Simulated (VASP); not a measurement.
# HgTe (I-4m2) in VASP: a series of runs

HgTe is run at these levels: PBEsol; tasks: single point.

Program: VASP 6.6.1. These are calculated values, not measurements. Logs are shortened: lines on timing, memory, paths and dates and some standing lists are left out, and cuts for length are marked.

## Step 1: The cell of the first run

Symmetry: I-4m2, No. 119, tetragonal system. Conventional cell: a = 4.374 Å, b = 4.374 Å, c = 6.675 Å, α = 90.00°, β = 90.00°, γ = 90.00°. Hg (site symmetry -4m2) has 4 Te at 2.75 Å within 3.6 Å. Te (site symmetry -4m2) has 4 Hg at 2.75 Å within 3.6 Å.

## Step 2: Single point, PBEsol (strain -0.050 along x and y, +0.025 along z)

File INCAR:

```
SYSTEM = HgTe
PREC = Accurate
ENCUT = 520
EDIFF = 1E-7
ISMEAR = 0
SIGMA = 0.15
LREAL = .False.
LASPH = .True.
NELM = 100
ALGO = Normal
ISIF = 2
LWAVE = .False.
LCHARG = .True.
GGA = PS
LELF = .True.
LVHAR = .True.
NBANDS = 16
```

File KPOINTS:

```
regular mesh
0
Gamma
  16 16 16
  0 0 0
```

File POSCAR:

```
HgTe
1.0
    0.0000000000      3.0930919152      3.3372833822
    3.0930919152      0.0000000000      3.3372833822
    3.0930919152      3.0930919152      0.0000000000
Hg Te
1 1
Direct
    0.0000000000      0.0000000000      0.0000000000
    0.7500000000      0.7500000000      0.7500000000
```

Potentials or basis: VASP PAW PBE potentials, release 64 (Hg, Te).

Run with:

```console
cat potpaw_PBE.64/Hg/POTCAR potpaw_PBE.64/Te/POTCAR > POTCAR
mpirun -np 1 vasp_std > vasp.out
```

OUTCAR:

```text
SYSTEM = HgTe
   PREC = Accurate
   ENCUT = 520
   EDIFF = 1E-7
   ISMEAR = 0
   LREAL = .False.
   LASPH = .True.
   NELM = 100
   ISIF = 2
   GGA = PS

 ion  position               nearest neighbor table
   1  0.000  0.000  0.000-   2 2.75   2 2.75   2 2.75   2 2.75
   2  0.750  0.750  0.750-   1 2.75   1 2.75   1 2.75   1 2.75

  LATTYP: Found a body centered tetragonal cell.
 ALAT       =     4.3742925361
 C/A-ratio  =     1.5258620015

  Lattice vectors:

 A1 = (  -3.0930919152,   0.0000000000,   3.3372833822)
 A2 = (   3.0930919152,   0.0000000000,   3.3372833822)
 A3 = (   0.0000000000,   3.0930919152,  -3.3372833822)

Analysis of symmetry for initial positions (statically):
=====================================================================
 Subroutine PRICEL returns:
 Original cell was already a primitive cell.

 Routine SETGRP: Setting up the symmetry group for a
 body centered tetragonal supercell.

 Subroutine GETGRP returns: Found  8 space group operations
 (whereof  8 operations were pure point group operations)
 out of a pool of 16 trial point group operations.

The static configuration has the point symmetry D_2d.

Analysis of symmetry for dynamics (positions and initial velocities):
=====================================================================
 Subroutine PRICEL returns:
 Original cell was already a primitive cell.

 Routine SETGRP: Setting up the symmetry group for a
 body centered tetragonal supercell.

 Subroutine GETGRP returns: Found  8 space group operations
 (whereof  8 operations were pure point group operations)
 out of a pool of 16 trial point group operations.

The dynamic configuration has the point symmetry D_2d.

 Subroutine INISYM returns: Found  8 space group operations
 (whereof  8 operations are pure point group operations),
 and found     1 'primitive' translations

----------------------------------------------------------------------------------------

                                     Primitive cell

  volume of cell :      63.8570

  direct lattice vectors                    reciprocal lattice vectors
     0.000000000  3.093091915  3.337283382    -0.161650547  0.161650547  0.149822458
     3.093091915  0.000000000  3.337283382     0.161650547 -0.161650547  0.149822458
     3.093091915  3.093091915  0.000000000     0.161650547  0.161650547 -0.149822458

  length of vectors
     4.550239331  4.550239331  4.374292536     0.273328681  0.273328681  0.273328681

  position of ions in fractional coordinates (direct lattice)
     0.000000000  0.000000000  0.000000000
     0.750000000  0.750000000  0.750000000

  ion indices of the primitive-cell ions
   primitive index   ion index
                 1           1
                 2           2

----------------------------------------------------------------------------------------

 KPOINTS: regular mesh

Automatic generation of k-mesh.
 Grid dimensions read from file:
 generate k-points for:   16   16   16

 Generating k-lattice:

  Cartesian coordinates                     Fractional coordinates (reciprocal lattice)
    -0.010103159  0.010103159  0.009363904     0.062500000  0.000000000  0.000000000
     0.010103159 -0.010103159  0.009363904     0.000000000  0.062500000  0.000000000
     0.010103159  0.010103159 -0.009363904     0.000000000  0.000000000  0.062500000

  Length of vectors
     0.017083043  0.017083043  0.017083043

  Shift w.r.t. Gamma in fractional coordinates (k-lattice)
     0.000000000  0.000000000  0.000000000

 Subroutine IBZKPT returns following result:
 ===========================================

 Found    349 irreducible k-points:

 Following reciprocal coordinates:
            Coordinates               Weight
  0.000000  0.000000  0.000000      1.000000
  0.062500  0.000000  0.000000      8.000000
  0.125000  0.000000  0.000000      8.000000
  0.187500  0.000000  0.000000      8.000000
  0.250000  0.000000  0.000000      8.000000
  0.312500  0.000000  0.000000      8.000000
[... 16 lines left out ...]
 -0.125000  0.062500  0.000000      8.000000
 -0.062500  0.062500  0.000000      4.000000
 [... further k-points ...]
   k-points           NKPTS =    349   k-points in BZ     NKDIM =    349   number of bands    NBANDS=     16
   number of dos      NEDOS =    301   number of ions     NIONS =      2
   total plane-waves  NPLWV =  46656
   dimension x,y,z NGX =    36 NGY =   36 NGZ =   36
   dimension x,y,z NGXF=    72 NGYF=   72 NGZF=   72
   ions per type =               1   1
   NGX,Y,Z   is equivalent  to a cutoff of  13.15, 13.15, 13.68 a.u.
   NGXF,Y,Z  is equivalent  to a cutoff of  26.31, 26.31, 27.36 a.u.
 SYSTEM =  HgTe
   PREC   = accura    normal or accurate (medium, high low for compatibility)
   ISTART =      0    job   : 0-new  1-cont  2-samecut
   ICHARG =      2    charge: 1-file 2-atom 10-const
   ISPIN  =      1    spin polarized calculation?
   LNONCOLLINEAR =      F non collinear calculations
   LSORBIT =      F    spin-orbit coupling
   LASPH  =      T    aspherical Exc in radial PAW
   ENCUT  =  520.0 eV  38.22 Ry    6.18 a.u.   8.46  8.46  8.13*2*pi/ulx,y,z
   NELM   =    100;   NELMIN=  2; NELMDL= -5     # of ELM steps
   EDIFF  = 0.1E-06   stopping-criterion for ELM
   LREAL  =      F    real-space projection
   EDIFFG = 0.1E-05   stopping-criterion for IOM
   NSW    =      0    number of steps for IOM
   IBRION =     -1    ionic relax: 0-MD 1-quasi-New 2-CG
   NFREE  =      0    steps in history (QN), initial steepest desc. (CG)
   ISIF   =      2    stress and relaxation
   ISYM   =      2    0-nonsym 1-usesym 2-fastsym
   POTIM  = 0.5000    time-step for ionic-motion
   TEBEG  =    0.0;   TEEND  =   0.0 temperature during run
   PSTRESS=    0.0 pullay stress
   NELECT =      18.0000    total number of electrons
   NUPDOWN=      -1.0000    fix difference up-down
   EMIN   =  10.00;   EMAX   =-10.00  energy-range for DOS
   EFERMI =   0.00;   METHOD = LEGACY
   ISMEAR =     0;   SIGMA  =   0.15  broadening in eV -4-tet -1-fermi 0-gaus
   EFERMI_NEDOS =   21; number of points for ismear=-14 and -15
   IALGO  =     38    algorithm
   IMIX   =      4    mixing-type and parameters
     AMIX     =   0.40;   BMIX     =  1.00
     AMIX_MAG =   1.60;   BMIX_MAG =  1.00
  volume/ion in A,a.u.               =      31.93       215.46
  Fermi-wavevector in a.u.,A,eV,Ry     =   1.073403  2.028437 15.676547  1.152194
  Thomas-Fermi vector in A             =   2.209201
   LORBIT       =      0    0 simple, 1 ext, 2 COOP (PROOUT), +10 PAW based schemes
   GGA     = PS    functional components
   LHFCALC =     F    Hartree Fock is set to
   AEXX    =    0.0000 exact exchange contribution
   IVDW    =     0    specifies the selected vdW correction
   LEPSILON=     F    determine dielectric tensor
   LRPA    =     F    only Hartree local field effects (RPA)
 non-spin polarized calculation
 Gauss-broadening in eV      SIGMA  =   0.15
  energy-cutoff  :      520.00
  volume of cell :       63.86
 maximum number of plane-waves:      1769
 NGX is ok and might be reduce to    36
   NGX = 17   NGY = 17   NGZ = 17

 number of electron      18.0000000 magnetization

 Free energy of the ion-electron system (eV)
  ---------------------------------------------------
  ext. energy  EPLUGINS =         0.00000000
  ---------------------------------------------------
  free energy    TOTEN  =        -4.30296987 eV

  energy without entropy =       -4.30275106  energy(sigma->0) =       -4.30286047

 E-fermi :   3.7479     XC(G=0):  -9.2004

 val. band max:        3.6534590648   @ k =   0.0000   0.0000   0.0000
 cond. band min:       3.9056667724   @ k =   0.0625   0.0000   0.0000
 fundamental gap:      0.2522077075
 Fermi energy:         3.7479244810

 k-point     1 :       0.0000    0.0000    0.0000
  band No.  band energies     occupation
      1      -8.8745      2.00000
      2      -4.1319      2.00000
      3      -4.1080      2.00000
      4      -4.1080      2.00000
      5      -3.5517      2.00000
      6      -3.4851      2.00000
[... 8 lines left out ...]
     15      12.4958      0.00000
     16      12.6242      0.00000

 k-point     2 :       0.0625    0.0000    0.0000
  band No.  band energies     occupation
      1      -8.8520      2.00000
      2      -4.1275      2.00000
      3      -4.1014      2.00000
      4      -4.1011      2.00000
      5      -3.5515      2.00000
      6      -3.4868      2.00000
[... 8 lines left out ...]
     15      12.0867      0.00000
     16      13.0890      0.00000

 k-point     3 :       0.1250    0.0000    0.0000
  band No.  band energies     occupation
      1      -8.7870      2.00000
      2      -4.1140      2.00000
      3      -4.0828      2.00000
      4      -4.0790      2.00000
      5      -3.5503      2.00000
      6      -3.4911      2.00000
[... 8 lines left out ...]
     15      11.8463      0.00000
     16      12.5865      0.00000

 k-point     4 :       0.1875    0.0000    0.0000
  band No.  band energies     occupation
      1      -8.6869      2.00000
      2      -4.0902      2.00000
      3      -4.0556      2.00000
      4      -4.0371      2.00000
      5      -3.5459      2.00000
      6      -3.4964      2.00000
[... 8 lines left out ...]
     15      11.9445      0.00000
     16      12.2596      0.00000
[... 324 lines left out ...]
 k-point    22 :      -0.1875    0.0625    0.0000
  band No.  band energies     occupation
      1      -8.6264      2.00000
      2      -4.0829      2.00000
      3      -4.0464      2.00000
      4      -4.0027      2.00000
      5      -3.5251      2.00000
      6      -3.5091      2.00000
[... 8 lines left out ...]
     15      11.8473      0.00000
     16      12.2987      0.00000

 k-point    23 :      -0.1250    0.0625    0.0000
  band No.  band energies     occupation
      1      -8.7352      2.00000
      2      -4.1085      2.00000
      3      -4.0742      2.00000
      4      -4.0540      2.00000
      5      -3.5374      2.00000
      6      -3.5016      2.00000
[... 8 lines left out ...]
     15      12.0885      0.00000
     16      12.3266      0.00000

 k-point    24 :      -0.0625    0.0625    0.0000
  band No.  band energies     occupation
      1      -8.8135      2.00000
      2      -4.1211      2.00000
      3      -4.0937      2.00000
      4      -4.0870      2.00000
      5      -3.5455      2.00000
      6      -3.4934      2.00000
[... 8 lines left out ...]
     15      12.4868      0.00000
     16      12.5154      0.00000

 [... further k-points ...]

------------------------ aborting loop because EDIFF is reached ----------------------------------------

  FORCE on cell =-STRESS in cart. coord.  units (eV):
  Direction    XX          YY          ZZ          XY          YZ          ZX
  --------------------------------------------------------------------------------------
  -------------------------------------------------------------------------------------
  Total        1.7401127      1.7401127      1.2689142      0.0000000      0.0000000     -0.0000000
  in kB       43.6595459     43.6595459     31.8371450      0.0000000      0.0000000     -0.0000000
  external PRESSURE =      39.7187456 kB  Pullay stress =       0.0000000 kB

 VOLUME and BASIS-vectors are now :
 -----------------------------------------------------------------------------
  energy-cutoff  :      520.00
  volume of cell :       63.86
      direct lattice vectors                 reciprocal lattice vectors
     0.000000000  3.093091915  3.337283382    -0.161650547  0.161650547  0.149822458
     3.093091915  0.000000000  3.337283382     0.161650547 -0.161650547  0.149822458
     3.093091915  3.093091915  0.000000000     0.161650547  0.161650547 -0.149822458

 POSITION                                       TOTAL-FORCE (eV/Angst)
 -----------------------------------------------------------------------------------
      0.00000      0.00000      0.00000        -0.000000      0.000000      0.000000
      4.63964      4.63964      5.00593         0.000000     -0.000000     -0.000000
 -----------------------------------------------------------------------------------
    total drift:                               -0.000000     -0.000000     -0.000000

  FREE ENERGIE OF THE ION-ELECTRON SYSTEM (eV)
  ---------------------------------------------------
  free  energy   TOTEN  =        -4.3029698746 eV

  energy  without entropy=       -4.3027510592  energy(sigma->0) =       -4.30286047
```

Run time: 3 min. Hardware: 1 thread of Intel Xeon Platinum 8559C (Emerald Rapids), shared host; peak memory 0.49 GiB.

Results:

| Property | Result |
| --- | --- |
| Free energy | -4.3030 eV |
| Pressure | 4.0 GPa |
| Band gap on the k mesh | zero (filled and empty bands touch) |

Stress tensor (GPa, compression positive):
```
4.37 0.00 0.00
0.00 4.37 0.00
0.00 0.00 3.18
```

Caveat: the cell differs from its parent crystal (strain -0.050 along x and y, +0.025 along z); the cell stands under pressure; semilocal functionals underestimate gaps, and a narrow one can read as zero; the PAW data sets were made with another functional, which shifts forces and pressure a little; spin-orbit coupling is left out, which moves the levels of the heavy elements.

(Continued in part 2 of 2.)

The gap in the log of VASP goes by the Fermi energy; the results here count the filled bands.